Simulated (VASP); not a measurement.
Here is a VASP 6.6.1 calculation.

File INCAR:

```
PREC = Accurate
ENCUT = 500
EDIFF = 1E-6
ISMEAR = -1
SIGMA = 0.1
LREAL = False
LASPH = True
NELM = 120
ALGO = Normal
ISIF = 2
LWAVE = False
LCHARG = True
GGA = RP
LELF = True
LVHAR = True
NBANDS = 54
GGA_COMPAT = False
```

The input KPOINTS:

```
regular mesh
0
Gamma
  6 6 6
```

File POSCAR:

```
Sc
1.0
    5.9719460170      0.0000000000      0.0000000000
    0.0000000000      5.9719460170      0.0000000000
    0.0000000000      0.0000000000      5.9719460170
Sc
8
Direct
    1.0000000000      1.0000000000      1.0000000000
    0.5000000000      0.5000000000      0.5000000000
    0.2500000000      1.0000000000      0.5000000000
    0.7500000000      1.0000000000      0.5000000000
    0.5000000000      0.2500000000      1.0000000000
    0.5000000000      0.7500000000      1.0000000000
    0.0000000000      0.5000000000      0.2500000000
    0.0000000000      0.5000000000      0.7500000000
```

Potentials or basis: VASP PAW PBE potentials, release 64 (Sc_sv).

Launch:

```console
$ cat potpaw_PBE.64/Sc_sv/POTCAR > POTCAR
$ mpirun -np 1 vasp_std > vasp.out
```

**Question.** Predict the pressure.

**Answer.** 0.0 GPa.

**Question.** Predict the band gap on the k mesh.

**Answer.** Zero (bands 44 and 45 overlap by 0.35 eV).

Caveat: the PAW data sets were made with another functional, which shifts forces and pressure a little.
